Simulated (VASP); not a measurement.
# NbH2 (Fm-3m) in VASP: notebook

NbH2 is run at these levels: PBEsol; tasks: single point, relaxation of cell and atoms.

Everything below comes from runs of VASP 6.6.1. Logs are shortened: lines on timing, memory, paths and dates and some standing lists are left out, and cuts for length are marked.

## Step 1: The cell of the first run

The structure is cubic, space group Fm-3m (No. 225). The conventional cell has a = 4.518 Å, b = 4.518 Å, c = 4.518 Å, α = 90.00°, β = 90.00°, γ = 90.00°. Nb (site symmetry m-3m) has 8 H at 1.96 Å within 2.6 Å. Within 2.6 Å of H (site symmetry -43m) lie 4 Nb at 1.96 Å and 6 H at 2.26 Å.

## Step 2: Single point, PBEsol

Input file INCAR:

```
ALGO = Normal ; EDIFF = 1E-7
ENCUT = 520 ; GGA = PS
ISIF = 2 ; ISMEAR = -1
LASPH = T ; LCHARG = T
LELF = T ; LREAL = F
LVHAR = T ; LWAVE = F
NBANDS = 14 ; NELM = 100
PREC = Accurate ; SIGMA = 0.05
```

Input file KPOINTS:

```
k-points
0
Gamma
  12 12 12
```

Input file POSCAR:

```
NbH2
1.0
    0.0000000000      2.2591525204      2.2591525204
    2.2591525204      0.0000000000      2.2591525204
    2.2591525204      2.2591525204      0.0000000000
Nb H
1 2
Direct
    0.0000000000      0.0000000000      0.0000000000
    0.2500000000      0.2500000000      0.2500000000
    0.7500000000      0.7500000000      0.7500000000
```

Potentials or basis: VASP PAW PBE potentials, release 64 (Nb_sv, H).

On the command line:

```console
$ cat potpaw_PBE.64/Nb_sv/POTCAR potpaw_PBE.64/H/POTCAR > POTCAR
$ mpirun -np 1 vasp_std > vasp.out
```

OUTCAR:

```text
EDIFF = 1E-7
   ENCUT = 520
   GGA = PS
   ISIF = 2
   ISMEAR = -1
   LASPH = T
   LREAL = F
   NELM = 100
   PREC = Accurate

 ion  position               nearest neighbor table
   1  0.000  0.000  0.000-   3 1.96   3 1.96   3 1.96   2 1.96   3 1.96   2 1.96   2 1.96   2 1.96

   2  0.250  0.250  0.250-   1 1.96   1 1.96   1 1.96   1 1.96
   3  0.750  0.750  0.750-   1 1.96   1 1.96   1 1.96   1 1.96

  LATTYP: Found a face centered cubic cell.
 ALAT       =     4.5183050408

  Lattice vectors:

 A1 = (   0.0000000000,   2.2591525204,   2.2591525204)
 A2 = (   2.2591525204,   0.0000000000,   2.2591525204)
 A3 = (   2.2591525204,   2.2591525204,   0.0000000000)

Analysis of symmetry for initial positions (statically):
=====================================================================
 Subroutine PRICEL returns:
 Original cell was already a primitive cell.

 Routine SETGRP: Setting up the symmetry group for a
 face centered cubic supercell.

 Subroutine GETGRP returns: Found 48 space group operations
 (whereof 48 operations were pure point group operations)
 out of a pool of 48 trial point group operations.

The static configuration has the point symmetry O_h .

Analysis of symmetry for dynamics (positions and initial velocities):
=====================================================================
 Subroutine PRICEL returns:
 Original cell was already a primitive cell.

 Routine SETGRP: Setting up the symmetry group for a
 face centered cubic supercell.

 Subroutine GETGRP returns: Found 48 space group operations
 (whereof 48 operations were pure point group operations)
 out of a pool of 48 trial point group operations.

The dynamic configuration has the point symmetry O_h .

 Subroutine INISYM returns: Found 48 space group operations
 (whereof 48 operations are pure point group operations),
 and found     1 'primitive' translations

----------------------------------------------------------------------------------------

                                     Primitive cell

  volume of cell :      23.0604

[... 88 lines left out ...]
   ENCUT  =  520.0 eV  38.22 Ry    6.18 a.u.   5.94  5.94  5.94*2*pi/ulx,y,z
   NELM   =    100;   NELMIN=  2; NELMDL= -5     # of ELM steps
   EDIFF  = 0.1E-06   stopping-criterion for ELM
   LREAL  =      F    real-space projection
   EDIFFG = 0.1E-05   stopping-criterion for IOM
   NSW    =      0    number of steps for IOM
   IBRION =     -1    ionic relax: 0-MD 1-quasi-New 2-CG
   NFREE  =      0    steps in history (QN), initial steepest desc. (CG)
   ISIF   =      2    stress and relaxation
   ISYM   =      2    0-nonsym 1-usesym 2-fastsym
   POTIM  = 0.5000    time-step for ionic-motion
   TEBEG  =    0.0;   TEEND  =   0.0 temperature during run
   PSTRESS=    0.0 pullay stress
   NELECT =      15.0000    total number of electrons
   NUPDOWN=      -1.0000    fix difference up-down
   EMIN   =  10.00;   EMAX   =-10.00  energy-range for DOS
   EFERMI =   0.00;   METHOD = LEGACY
   ISMEAR =    -1;   SIGMA  =   0.05  broadening in eV -4-tet -1-fermi 0-gaus
   EFERMI_NEDOS =   21; number of points for ismear=-14 and -15
   IALGO  =     38    algorithm
   IMIX   =      4    mixing-type and parameters
     AMIX     =   0.40;   BMIX     =  1.00
     AMIX_MAG =   1.60;   BMIX_MAG =  1.00
  volume/ion in A,a.u.               =       7.69        51.87
  Fermi-wavevector in a.u.,A,eV,Ry     =   1.418458  2.680496 27.375222  2.012022
  Thomas-Fermi vector in A             =   2.539581
   LORBIT       =      0    0 simple, 1 ext, 2 COOP (PROOUT), +10 PAW based schemes
   GGA     = PS    functional components
   LHFCALC =     F    Hartree Fock is set to
   AEXX    =    0.0000 exact exchange contribution
   IVDW    =     0    specifies the selected vdW correction
   LEPSILON=     F    determine dielectric tensor
   LRPA    =     F    only Hartree local field effects (RPA)
 non-spin polarized calculation
  energy-cutoff  :      520.00
  volume of cell :       23.06
 maximum number of plane-waves:       636
   NGX = 11   NGY = 11   NGZ = 11

 number of electron      14.9999998 magnetization

 Free energy of the ion-electron system (eV)
  ---------------------------------------------------
  ext. energy  EPLUGINS =         0.00000000
  ---------------------------------------------------
  free energy    TOTEN  =       -18.50339271 eV

  energy without entropy =      -18.49419930  energy(sigma->0) =      -18.49879600

 E-fermi :  10.2310     XC(G=0): -12.3086

 val. band max:       10.2088534187   @ k =   0.2500   0.1667   0.0000
 cond. band min:      10.2375493378   @ k =   0.1667   0.1667   0.0000
 fundamental gap:      0.0286959191
 Fermi energy:        10.2310283528

 k-point     1 :       0.0000    0.0000    0.0000
  band No.  band energies     occupation
      1     -45.0651      2.00000
      2     -20.8366      2.00000
      3     -20.8366      2.00000
      4     -20.8366      2.00000
      5      -0.6293      2.00000
      6       8.8015      2.00000
      7       8.8015      2.00000
      8       8.8015      2.00000
      9       9.1045      2.00000
     10      11.5353      0.00000
     11      11.5353      0.00000
     12      22.6903      0.00000
     13      23.6581      0.00000
     14      23.6581      0.00000
[... 377 lines left out ...]
      1     -44.9576      2.00000
      2     -21.5290      2.00000
      3     -21.0763      2.00000
      4     -20.9580      2.00000
      5       2.2712      2.00000
      6       4.6962      2.00000
      7       8.1388      2.00000
      8       9.5986      1.99999
      9      12.5115      0.00000
     10      13.6843      0.00000
     11      16.1629      0.00000
     12      17.4965      0.00000
     13      19.7365      0.00000
     14      22.8710      0.00000

 [... further k-points ...]
[... 5 lines left out ...]
  --------------------------------------------------------------------------------------
  -------------------------------------------------------------------------------------
  Total       -0.0653285     -0.0653285     -0.0653285      0.0000000     -0.0000000      0.0000000
  in kB       -4.5388586     -4.5388586     -4.5388586      0.0000000     -0.0000000      0.0000000
  external PRESSURE =      -4.5388586 kB  Pullay stress =       0.0000000 kB

 VOLUME and BASIS-vectors are now :
 -----------------------------------------------------------------------------
  energy-cutoff  :      520.00
  volume of cell :       23.06
      direct lattice vectors                 reciprocal lattice vectors
     0.000000000  2.259152520  2.259152520    -0.221321932  0.221321932  0.221321932
     2.259152520  0.000000000  2.259152520     0.221321932 -0.221321932  0.221321932
     2.259152520  2.259152520  0.000000000     0.221321932  0.221321932 -0.221321932

 POSITION                                       TOTAL-FORCE (eV/Angst)
 -----------------------------------------------------------------------------------
      0.00000      0.00000      0.00000        -0.000000      0.000000      0.000000
      1.12958      1.12958      1.12958         0.000000      0.000000     -0.000000
      3.38873      3.38873      3.38873        -0.000000     -0.000000      0.000000
 -----------------------------------------------------------------------------------
    total drift:                               -0.000000      0.000000      0.000000

  FREE ENERGIE OF THE ION-ELECTRON SYSTEM (eV)
  ---------------------------------------------------
  free  energy   TOTEN  =       -18.5033927099 eV

  energy  without entropy=      -18.4941992999  energy(sigma->0) =      -18.49879600
```

OSZICAR:

```text
N       E                     dE             d eps       ncg     rms          rms(c)
DAV:   1     0.122610145472E+03    0.12261E+03   -0.79014E+03  2024   0.105E+03
DAV:   2    -0.147951671223E+02   -0.13741E+03   -0.13015E+03  2382   0.378E+02
DAV:   3    -0.196620589234E+02   -0.48669E+01   -0.46778E+01  2980   0.631E+01
DAV:   4    -0.198909505366E+02   -0.22889E+00   -0.22845E+00  2744   0.119E+01
DAV:   5    -0.198978934683E+02   -0.69429E-02   -0.69419E-02  2944   0.191E+00    0.971E+00
DAV:   6    -0.186509614341E+02    0.12469E+01   -0.13842E+00  3138   0.138E+01    0.302E+00
DAV:   7    -0.185054073520E+02    0.14555E+00   -0.34185E-01  3346   0.572E+00    0.802E-01
DAV:   8    -0.185031801072E+02    0.22272E-02   -0.27651E-02  2760   0.201E+00    0.281E-01
DAV:   9    -0.185034687307E+02   -0.28862E-03   -0.28402E-03  3278   0.504E-01    0.758E-02
DAV:  10    -0.185033952126E+02    0.73518E-04   -0.18736E-04  2234   0.129E-01    0.139E-02
DAV:  11    -0.185033937577E+02    0.14549E-05   -0.12775E-05  2894   0.341E-02    0.551E-03
DAV:  12    -0.185033929874E+02    0.77030E-06   -0.43464E-07  2824   0.709E-03    0.238E-03
DAV:  13    -0.185033927219E+02    0.26552E-06   -0.10109E-07  1326   0.539E-03    0.835E-04
DAV:  14    -0.185033927099E+02    0.12012E-07   -0.25061E-08  1182   0.167E-03
   1 F= -.18503393E+02 E0= -.18498796E+02  d E =-.919341E-02
```

Run time: 12 s. Hardware: 1 thread of Intel Xeon Platinum 8375C at 2.90GHz (Ice Lake), shared host; peak memory 0.15 GiB.

What came out:

| Item | Value |
| --- | --- |
| Free energy | -18.5034 eV |
| Pressure | -0.5 GPa |

Levels at points of the mesh, in eV from the Fermi level:
```tsv
k point	band 4	band 5	band 6	band 7	band 8	band 9	band 10	band 11
(0.00, 0.00, 0.00)	-31.07	-10.86	-1.43	-1.43	-1.43	-1.13	1.30	1.30
(0.50, 0.00, 0.00)	-31.16	-8.56	-4.93	-1.28	-1.28	2.74	2.74	5.09
(0.50, 0.50, 0.00)	-31.32	-7.70	-4.99	-4.52	2.92	2.99	2.99	7.21
```

Caveat: the PAW data sets were made with another functional, which shifts forces and pressure a little.

## Step 3: Relaxation of cell and atoms, PBEsol

This run uses another cell than the first one, of 7.92 Å³/atom, 1.030 times its volume.

Input file INCAR:

```
ALGO = Normal
EDIFF = 1E-7
EDIFFG = -0.002
ENCUT = 600
GGA = PS
IBRION = 2
ISIF = 3
ISMEAR = -1
LASPH = T
LCHARG = F
LREAL = F
LWAVE = F
NELM = 80
NSW = 100
PREC = Accurate
SIGMA = 0.05
```

KPOINTS is that of step 2.

Input file POSCAR:

```
NbH2
1.0
    0.0000000000      2.2815000000      2.2815000000
    2.2815000000      0.0000000000      2.2815000000
    2.2815000000      2.2815000000      0.0000000000
Nb H
1 2
Direct
    0.0000000000      0.0000000000      0.0000000000
    0.2500000000      0.2500000000      0.2500000000
    0.7500000000      0.7500000000      0.7500000000
```

Potentials or basis: VASP PAW PBE potentials, release 64 (Nb_sv, H).

On the command line:

```console
$ cat potpaw_PBE.64/Nb_sv/POTCAR potpaw_PBE.64/H/POTCAR > POTCAR
$ mpirun -np 1 vasp_std > vasp.out
```

Run time: 50 s. Hardware: 1 thread of Intel Xeon Platinum 8375C at 2.90GHz (Ice Lake), shared host; peak memory 0.18 GiB.

The run converged. Its results:

```yaml
Free_energy: -18.5050 eV
Relaxed_volume: 7.67 Å³/atom
Relaxed_cell: a = 3.193 Å, b = 3.193 Å, c = 3.193 Å, α = 60.00°, β = 60.00°, γ = 60.00°
Space_group_after_relaxing_to_0.05_Å: Fm-3m (No. 225)
Energy_gained_by_relaxing: 4.4 meV/atom
Ionic_steps: 3
Pressure_after_relaxing: 0.0 GPa
```

Step by step:
| step | energy change (eV) | largest force (eV/Å) | pressure (GPa) | volume (Å³) |
| --- | --- | --- | --- | --- |
| 1 | 0.0000 | 0.0000 | -5.67 | 23.75 |
| 2 | -0.0121 | 0.0000 | 1.86 | 22.80 |
| 3 | -0.0133 | 0.0000 | 0.01 | 23.02 |

Final structure:
```xyz
3
Lattice="0.0000 2.2578 2.2578 2.2578 0.0000 2.2578 2.2578 2.2578 0.0000" Properties=species:S:1:pos:R:3 pbc="T T T"
Nb    0.0000    0.0000    0.0000
H     1.1289    1.1289    1.1289
H     3.3866    3.3866    3.3866
```

Levels at points of the mesh, in eV from the Fermi level:
| k point | band 5 | band 6 | band 7 | band 8 | band 9 | band 10 |
| --- | --- | --- | --- | --- | --- | --- |
| (0.00, 0.00, 0.00) | -10.87 | -1.43 | -1.43 | -1.43 | -1.13 | 1.31 |
| (0.50, 0.00, 0.00) | -8.57 | -4.93 | -1.28 | -1.28 | 2.75 | 2.75 |
| (0.50, 0.50, 0.00) | -7.71 | -4.99 | -4.53 | 2.93 | 3.00 | 3.00 |

Caveat: the PAW data sets were made with another functional, which shifts forces and pressure a little.
